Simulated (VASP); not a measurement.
Write the native input for VASP 6.6.1 that does the following.

| Property | Result |
| --- | --- |
| Task | single point |
| Functional | r2SCAN |
| Potentials or basis | VASP PAW PBE potentials, release 64 (Sr_sv, Cl) |
| Cutoff | 520 eV |
| k mesh | 6 × 6 × 6 |
| Occupations | gaussian, width 0.01 eV |
| Spin | no spin polarisation |
| Dipole correction | no |
| Further INCAR settings | ALGO = Normal; EDIFF = 1e-06; NBANDS = 19 |

Crystal: SrCl2.

```xyz
3
Lattice="0.0000 3.5662 3.5662 3.5662 0.0000 3.5662 3.5662 3.5662 0.0000" Properties=species:S:1:pos:R:3 pbc="T T T"
Sr    0.0000    0.0000    0.0000
Cl    1.7831    1.7831    1.7831
Cl    5.3494    5.3494    5.3494
```

One way to write it, as run:

POSCAR

```
SrCl2
1.0
    0.0000000000      3.5662497493      3.5662497493
    3.5662497493      0.0000000000      3.5662497493
    3.5662497493      3.5662497493      0.0000000000
Sr Cl
1 2
Direct
    0.0000000000      0.0000000000      0.0000000000
    0.2500000000      0.2500000000      0.2500000000
    0.7500000000      0.7500000000      0.7500000000
```

INCAR.step1

```
SYSTEM = SrCl2
PREC = Accurate
ENCUT = 520
ISMEAR = 0
SIGMA = 0.01
LREAL = .False.
LASPH = .True.
NELM = 100
NBANDS = 19
GGA = PE
ALGO = Normal
EDIFF = 1E-4
LWAVE = .True.
LCHARG = .False.
```

INCAR.step2

```
SYSTEM = SrCl2
PREC = Accurate
ENCUT = 520
EDIFF = 1E-6
ISMEAR = 0
SIGMA = 0.01
LREAL = .False.
LASPH = .True.
NELM = 100
ALGO = Normal
ISIF = 2
LWAVE = .False.
LCHARG = .False.
METAGGA = R2SCAN
LMIXTAU = .True.
NBANDS = 19
ISTART = 1
```

KPOINTS

```
regular mesh
0
Gamma
  6 6 6
  0 0 0
```

Potentials or basis: VASP PAW PBE potentials, release 64 (Sr_sv, Cl).

Run with:

```console
$ cat potpaw_PBE.64/Sr_sv/POTCAR potpaw_PBE.64/Cl/POTCAR > POTCAR
$ cp INCAR.step1 INCAR
$ mpirun -np 1 vasp_std > vasp.out
$ cp INCAR.step2 INCAR
$ mpirun -np 1 vasp_std > vasp.out
```

It gave:

```yaml
Pressure: -1.9 GPa
Band_gap_on_the_k_mesh: 5.72 eV (least direct gap 6.01 eV)
```

Caveat: the PAW data sets were made with another functional, which shifts forces and pressure a little.

Wall time 2.4 min on 1 thread of Intel Xeon 8259CL, on a shared host, peak memory 0.27 GiB.
